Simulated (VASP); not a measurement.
Input of a VASP 6.6.1 run:

INCAR

```
SYSTEM = KF
ALGO = Normal ; EDIFF = 1E-6
ENCUT = 520 ; GGA = CA
ISIF = 2 ; ISMEAR = 0
LASPH = .True. ; LCHARG = .True.
LELF = .True. ; LREAL = .False.
LVHAR = .True. ; LWAVE = .False.
NBANDS = 15 ; NELM = 60
PREC = Accurate ; SIGMA = 0.05
```

Contents of KPOINTS:

```
k-points
0
Gamma
  9 9 9
  0 0 0
```

File POSCAR:

```
KF
1.0
    0.0000000000      2.6718500000      2.6718500000
    2.6718500000      0.0000000000      2.6718500000
    2.6718500000      2.6718500000      0.0000000000
K F
1 1
Direct
    0.0000000000      0.0000000000      0.0000000000
    0.5000000000      0.5000000000      0.5000000000
```

Potentials or basis: VASP PAW LDA potentials, release 64 (K_sv, F).

The run is started by

```console
$ cat potpaw_LDA.64/K_sv/POTCAR potpaw_LDA.64/F/POTCAR > POTCAR
$ mpirun -np 1 vasp_std > vasp.out
```

(1) What does it give for the band gap on the k mesh?

(2) Predict the pressure.

Answers

(1) 5.79 eV.

(2) -3.4 GPa.

Caveat: the cell stands under tension; an odd mesh through Γ misses points on the zone boundary, where band edges can lie.
